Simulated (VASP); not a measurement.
# MgO (Fm-3m) in VASP: single point with LDA

Aim: the single point of MgO with LDA.

Program: VASP 6.6.1. These are calculated values, not measurements. Logs are shortened: lines on timing, memory, paths and dates and some standing lists are left out, and cuts for length are marked.

**1. The cell of the first run**

The structure is cubic, space group Fm-3m (No. 225). The conventional cell has a = 4.208 Å, b = 4.208 Å, c = 4.208 Å, α = 90.00°, β = 90.00°, γ = 90.00°. Within 2.8 Å of Mg (site symmetry m-3m) lie 6 O at 2.10 Å. Within 2.8 Å of O (site symmetry m-3m) lie 6 Mg at 2.10 Å.

**2. Single point, LDA (strained cell)**

INCAR reads:

```
PREC = Accurate
ENCUT = 750
EDIFF = 1E-6
ISMEAR = 0
SIGMA = 0.02
LREAL = F
LASPH = T
NELM = 120
ALGO = Normal
ISIF = 2
LWAVE = F
LCHARG = T
LELF = T
LVHAR = T
NBANDS = 15
GGA_COMPAT = F
```

KPOINTS reads:

```
regular mesh
0
Gamma
  10 10 10
```

POSCAR reads:

```
MgO
1.0
    0.0000000000      2.1037650585      2.1037650585
    2.1037650585      0.0000000000      2.1037650585
    2.1037650585      2.1037650585      0.0000000000
Mg O
1 1
Direct
    0.0000000000      0.0000000000      0.0000000000
    0.5000000000      0.5000000000      0.5000000000
```

Potentials or basis: VASP PAW LDA potentials, release 64 (Mg_sv, O).

Launch:

```sh
$ cat potpaw_LDA.64/Mg_sv/POTCAR potpaw_LDA.64/O/POTCAR > POTCAR
$ mpirun -np 1 vasp_std > vasp.out
```

OUTCAR:

```text
PREC = Accurate
   ENCUT = 750
   EDIFF = 1E-6
   ISMEAR = 0
   LREAL = F
   LASPH = T
   NELM = 120
   ISIF = 2

 ion  position               nearest neighbor table
   1  0.000  0.000  0.000-   2 2.10   2 2.10   2 2.10   2 2.10   2 2.10   2 2.10
   2  0.500  0.500  0.500-   1 2.10   1 2.10   1 2.10   1 2.10   1 2.10   1 2.10

  LATTYP: Found a face centered cubic cell.
 ALAT       =     4.2075301170

  Lattice vectors:

 A1 = (   0.0000000000,   2.1037650585,   2.1037650585)
 A2 = (   2.1037650585,   0.0000000000,   2.1037650585)
 A3 = (   2.1037650585,   2.1037650585,   0.0000000000)

Analysis of symmetry for initial positions (statically):
=====================================================================
 Subroutine PRICEL returns:
 Original cell was already a primitive cell.

 Routine SETGRP: Setting up the symmetry group for a
 face centered cubic supercell.

 Subroutine GETGRP returns: Found 48 space group operations
 (whereof 48 operations were pure point group operations)
 out of a pool of 48 trial point group operations.

The static configuration has the point symmetry O_h .

Analysis of symmetry for dynamics (positions and initial velocities):
=====================================================================
 Subroutine PRICEL returns:
 Original cell was already a primitive cell.

 Routine SETGRP: Setting up the symmetry group for a
 face centered cubic supercell.

 Subroutine GETGRP returns: Found 48 space group operations
 (whereof 48 operations were pure point group operations)
 out of a pool of 48 trial point group operations.

The dynamic configuration has the point symmetry O_h .

 Subroutine INISYM returns: Found 48 space group operations
 (whereof 48 operations are pure point group operations),
 and found     1 'primitive' translations

----------------------------------------------------------------------------------------

                                     Primitive cell

  volume of cell :      18.6218

  direct lattice vectors                    reciprocal lattice vectors
     0.000000000  2.103765059  2.103765059    -0.237669125  0.237669125  0.237669125
     2.103765059  0.000000000  2.103765059     0.237669125 -0.237669125  0.237669125
     2.103765059  2.103765059  0.000000000     0.237669125  0.237669125 -0.237669125

  length of vectors
     2.975173078  2.975173078  2.975173078     0.411654999  0.411654999  0.411654999

  position of ions in fractional coordinates (direct lattice)
     0.000000000  0.000000000  0.000000000
     0.500000000  0.500000000  0.500000000

  ion indices of the primitive-cell ions
   primitive index   ion index
                 1           1
                 2           2

----------------------------------------------------------------------------------------

 KPOINTS: regular mesh

Automatic generation of k-mesh.
 Grid dimensions read from file:
 generate k-points for:   10   10   10

 Generating k-lattice:

  Cartesian coordinates                     Fractional coordinates (reciprocal lattice)
    -0.023766912  0.023766912  0.023766912     0.100000000  0.000000000  0.000000000
     0.023766912 -0.023766912  0.023766912     0.000000000  0.100000000  0.000000000
     0.023766912  0.023766912 -0.023766912     0.000000000  0.000000000  0.100000000

  Length of vectors
     0.041165500  0.041165500  0.041165500

  Shift w.r.t. Gamma in fractional coordinates (k-lattice)
     0.000000000  0.000000000  0.000000000

 Subroutine IBZKPT returns following result:
 ===========================================

 Found     47 irreducible k-points:

 Following reciprocal coordinates:
            Coordinates               Weight
  0.000000  0.000000  0.000000      1.000000
  0.100000  0.000000  0.000000      8.000000
  0.200000  0.000000  0.000000      8.000000
  0.300000  0.000000  0.000000      8.000000
  0.400000  0.000000  0.000000      8.000000
  0.500000  0.000000  0.000000      4.000000
[... 16 lines left out ...]
  0.300000  0.300000  0.000000      6.000000
  0.400000  0.300000  0.000000     24.000000
 [... further k-points ...]
   k-points           NKPTS =     47   k-points in BZ     NKDIM =     47   number of bands    NBANDS=     15
   number of dos      NEDOS =    301   number of ions     NIONS =      2
   total plane-waves  NPLWV =  21952
   dimension x,y,z NGX =    28 NGY =   28 NGZ =   28
   dimension x,y,z NGXF=    56 NGYF=   56 NGZF=   56
   ions per type =               1   1
   NGX,Y,Z   is equivalent  to a cutoff of  15.65, 15.65, 15.65 a.u.
   NGXF,Y,Z  is equivalent  to a cutoff of  31.29, 31.29, 31.29 a.u.
 SYSTEM =  unknown system
   PREC   = accura    normal or accurate (medium, high low for compatibility)
   ISTART =      0    job   : 0-new  1-cont  2-samecut
   ICHARG =      2    charge: 1-file 2-atom 10-const
   ISPIN  =      1    spin polarized calculation?
   LNONCOLLINEAR =      F non collinear calculations
   LSORBIT =      F    spin-orbit coupling
   LASPH  =      T    aspherical Exc in radial PAW
   ENCUT  =  750.0 eV  55.12 Ry    7.42 a.u.   6.64  6.64  6.64*2*pi/ulx,y,z
   NELM   =    120;   NELMIN=  2; NELMDL= -5     # of ELM steps
   EDIFF  = 0.1E-05   stopping-criterion for ELM
   LREAL  =      F    real-space projection
   EDIFFG = 0.1E-04   stopping-criterion for IOM
   NSW    =      0    number of steps for IOM
   IBRION =     -1    ionic relax: 0-MD 1-quasi-New 2-CG
   NFREE  =      0    steps in history (QN), initial steepest desc. (CG)
   ISIF   =      2    stress and relaxation
   ISYM   =      2    0-nonsym 1-usesym 2-fastsym
   POTIM  = 0.5000    time-step for ionic-motion
   TEBEG  =    0.0;   TEEND  =   0.0 temperature during run
   PSTRESS=    0.0 pullay stress
   NELECT =      16.0000    total number of electrons
   NUPDOWN=      -1.0000    fix difference up-down
   EMIN   =  10.00;   EMAX   =-10.00  energy-range for DOS
   EFERMI =   0.00;   METHOD = LEGACY
   ISMEAR =     0;   SIGMA  =   0.02  broadening in eV -4-tet -1-fermi 0-gaus
   EFERMI_NEDOS =   21; number of points for ismear=-14 and -15
   IALGO  =     38    algorithm
   IMIX   =      4    mixing-type and parameters
     AMIX     =   0.40;   BMIX     =  1.00
     AMIX_MAG =   1.60;   BMIX_MAG =  1.00
  volume/ion in A,a.u.               =       9.31        62.83
  Fermi-wavevector in a.u.,A,eV,Ry     =   1.556351  2.941077 32.956425  2.422229
  Thomas-Fermi vector in A             =   2.660160
   LORBIT       =      0    0 simple, 1 ext, 2 COOP (PROOUT), +10 PAW based schemes
   GGA     = CA    functional components
   LHFCALC =     F    Hartree Fock is set to
   AEXX    =    0.0000 exact exchange contribution
   IVDW    =     0    specifies the selected vdW correction
   LEPSILON=     F    determine dielectric tensor
   LRPA    =     F    only Hartree local field effects (RPA)
 non-spin polarized calculation
 Gauss-broadening in eV      SIGMA  =   0.02
  energy-cutoff  :      750.00
  volume of cell :       18.62
 maximum number of plane-waves:       893
   NGX = 13   NGY = 13   NGZ = 13

 number of electron      15.9999994 magnetization

 Free energy of the ion-electron system (eV)
  ---------------------------------------------------
  ext. energy  EPLUGINS =         0.00000000
  ---------------------------------------------------
  free energy    TOTEN  =       -13.22838713 eV

  energy without entropy =      -13.22838713  energy(sigma->0) =      -13.22838713

 E-fermi :   2.7355     XC(G=0): -11.9499

 val. band max:        2.6044616891   @ k =   0.0000   0.0000   0.0000
 cond. band min:       7.3068856858   @ k =   0.0000   0.0000   0.0000
 fundamental gap:      4.7024239967
 Fermi energy:         2.7354985513

 k-point     1 :       0.0000    0.0000    0.0000
  band No.  band energies     occupation
      1     -68.7212      2.00000
      2     -36.1854      2.00000
      3     -36.1854      2.00000
      4     -36.1854      2.00000
      5     -14.3967      2.00000
      6       2.6045      2.00000
      7       2.6045      2.00000
      8       2.6045      2.00000
      9       7.3069      0.00000
     10      18.1515      0.00000
     11      18.1515      0.00000
     12      18.1515      0.00000
     13      22.1868      0.00000
     14      23.8260      0.00000
     15      23.8260      0.00000

 k-point     2 :       0.1000    0.0000    0.0000
  band No.  band energies     occupation
      1     -68.7201      2.00000
      2     -36.1941      2.00000
      3     -36.1861      2.00000
      4     -36.1861      2.00000
      5     -14.2830      2.00000
      6       1.9459      2.00000
      7       2.5350      2.00000
      8       2.5350      2.00000
      9       7.9298      0.00000
     10      16.9260      0.00000
     11      18.3921      0.00000
     12      18.3921      0.00000
     13      23.0860      0.00000
     14      23.0860      0.00000
     15      23.8144      0.00000

 k-point     3 :       0.2000    0.0000    0.0000
  band No.  band energies     occupation
      1     -68.7177      2.00000
      2     -36.2171      2.00000
      3     -36.1886      2.00000
      4     -36.1886      2.00000
      5     -13.9702      2.00000
      6       0.6073      2.00000
      7       2.3588      2.00000
      8       2.3588      2.00000
      9       9.1045      0.00000
     10      15.4345      0.00000
     11      18.8748      0.00000
     12      18.8748      0.00000
     13      22.3905      0.00000
     14      22.3905      0.00000
     15      24.6294      0.00000
[... 343 lines left out ...]
 k-point    23 :       0.3000    0.3000    0.0000
  band No.  band energies     occupation
      1     -68.7124      2.00000
      2     -36.2382      2.00000
      3     -36.2051      2.00000
      4     -36.2051      2.00000
      5     -13.3471      2.00000
      6      -0.5862      2.00000
      7       1.6513      2.00000
      8       1.6513      2.00000
      9      11.3629      0.00000
     10      12.8177      0.00000
     11      16.7899      0.00000
     12      20.2819      0.00000
     13      20.2819      0.00000
     14      26.4763      0.00000
     15      29.7473      0.00000

 k-point    24 :       0.4000    0.3000    0.0000
  band No.  band energies     occupation
      1     -68.7105      2.00000
      2     -36.2498      2.00000
      3     -36.2110      2.00000
      4     -36.2084      2.00000
      5     -13.0877      2.00000
      6      -1.0179      2.00000
      7       1.2775      2.00000
      8       1.5018      2.00000
      9      12.0406      0.00000
     10      12.5851      0.00000
     11      15.9813      0.00000
     12      20.5172      0.00000
     13      20.7281      0.00000
     14      27.2085      0.00000
     15      29.3712      0.00000

 [... further k-points ...]

------------------------ aborting loop because EDIFF is reached ----------------------------------------

  FORCE on cell =-STRESS in cart. coord.  units (eV):
  Direction    XX          YY          ZZ          XY          YZ          ZX
  --------------------------------------------------------------------------------------
  -------------------------------------------------------------------------------------
  Total       -0.6514319     -0.6514319     -0.6514319      0.0000000      0.0000000     -0.0000000
  in kB      -56.0477161    -56.0477161    -56.0477161      0.0000000      0.0000000     -0.0000000
  external PRESSURE =     -56.0477161 kB  Pullay stress =       0.0000000 kB

 VOLUME and BASIS-vectors are now :
 -----------------------------------------------------------------------------
  energy-cutoff  :      750.00
  volume of cell :       18.62
      direct lattice vectors                 reciprocal lattice vectors
     0.000000000  2.103765059  2.103765059    -0.237669125  0.237669125  0.237669125
     2.103765059  0.000000000  2.103765059     0.237669125 -0.237669125  0.237669125
     2.103765059  2.103765059  0.000000000     0.237669125  0.237669125 -0.237669125

 POSITION                                       TOTAL-FORCE (eV/Angst)
 -----------------------------------------------------------------------------------
      0.00000      0.00000      0.00000        -0.000000      0.000000     -0.000000
      2.10377      2.10377      2.10377         0.000000     -0.000000      0.000000
 -----------------------------------------------------------------------------------
    total drift:                                0.000000      0.000000      0.000000

  FREE ENERGIE OF THE ION-ELECTRON SYSTEM (eV)
  ---------------------------------------------------
  free  energy   TOTEN  =       -13.2283871330 eV

  energy  without entropy=      -13.2283871330  energy(sigma->0) =      -13.22838713
```

Wall time 39 s (1 thread of AMD EPYC 7R43 (Zen 3), shared host); peak memory 0.11 GiB.

Results:

| Item | Value |
| --- | --- |
| Free energy | -13.2284 eV |
| Pressure | -5.6 GPa |
| Band gap on the k mesh | 4.70 eV |

Levels at points of the mesh, in eV from the valence-band top:
```tsv
k point	band 6	band 7	band 8	band 9	band 10	band 11
(0.00, 0.00, 0.00)	0.00	0.00	0.00	4.70	15.55	15.55
(0.50, 0.00, 0.00)	-4.70	-0.67	-0.67	7.76	12.45	16.04
(0.50, 0.50, 0.00)	-4.13	-1.37	-1.37	8.90	9.77	12.93
```

Caveat: the cell differs from its parent crystal (strained cell); the cell stands under tension.
